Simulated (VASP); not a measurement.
Wanted: the native input for a VASP 6.6.1 run.

```yaml
Task: single point
Functional: PBE
Potentials_or_basis: VASP PAW PBE potentials, release 64 (Dy_3, Be, F), 4f in core
Cutoff: 600 eV
k_mesh: 4 × 4 × 4
Occupations: gaussian, width 0.1 eV
Spin: no spin polarisation
Dipole_correction: no
Mended: yes
Further_INCAR_settings: ALGO = Normal; EDIFF = 1e-06; NBANDS = 22
```

The structure of DyBe2F2 lies in POSCAR:

```
DyBe2F2
1.0
    2.6566016100     -3.0044265900      0.0000000000
    2.6566016100      3.0044265900      0.0000000000
    0.0000000000      0.0000000000      4.9079055600
Dy Be F
1 2 2
Direct
    0.0000000000      0.0000000000      0.5000000000
    0.6374360600      0.6374360600      0.5000000000
    0.3625639400      0.3625639400      0.5000000000
    0.5000000000      0.5000000000      0.3624891000
    0.5000000000      0.5000000000      0.6375109000
```

The cell was built from a structure type or drawn by symmetry, and may not be a known phase.

These files were run (other wordings do the same):

INCAR

```
SYSTEM = DyBe2F2
PREC     = Accurate       ! precision mode
ENCUT    = 600            ! plane-wave cutoff, eV
EDIFF    = 1E-6           ! SCF threshold, eV
ISMEAR   = 0              ! smearing method
SIGMA    = 0.1            ! smearing width, eV
LREAL    = .FALSE.        ! projectors in reciprocal space
LASPH    = .TRUE.         ! aspherical terms in the spheres
NELM     = 200            ! most SCF steps
ALGO     = Normal         ! electronic algorithm
ISIF     = 2              ! what is computed and relaxed
LWAVE    = .FALSE.        ! write WAVECAR
LCHARG   = .TRUE.         ! write CHGCAR
GGA      = PE             ! functional
LELF     = .TRUE.         ! ELF
LVHAR    = .TRUE.       
NBANDS   = 22             ! bands
GGA_COMPAT= .FALSE.      
LMAXMIX  = 6              ! l up to which the mixer works
```

KPOINTS

```
regular mesh
0
G
  4 4 4
  0 0 0
```

Potentials or basis: VASP PAW PBE potentials, release 64 (Dy_3, Be, F), 4f in core.

Command:

```console
$ cat potpaw_PBE.64/Dy_3/POTCAR potpaw_PBE.64/Be/POTCAR potpaw_PBE.64/F/POTCAR > POTCAR
$ mpirun -np 1 vasp_std > vasp.out
```

It gave:

```
Pressure               : 174.9 GPa
Largest force          : 95.742 eV/Å
Band gap on the k mesh : zero (an odd number of electrons rules out a gap without spin polarisation)
```

Caveat: the k points lie up to 0.39 Å⁻¹ apart, too coarse for converged energies and pressures of a metal; atoms lie so close that the PAW spheres overlap strongly, which falsifies energies and pressures; spin-orbit coupling is left out, which moves the levels of the heavy elements; the 4f electrons are frozen in the core, so they carry no moment and show no levels; an odd number of electrons without spin polarisation forces a metal; a magnetic or distorted state may lie lower; the run has no spin polarisation, though such a crystal can be magnetic.

Wall time 16 s on 1 thread of Intel(R) Xeon(R) 6975P-C (Granite Rapids) (shared host), peak memory 0.22 GiB.
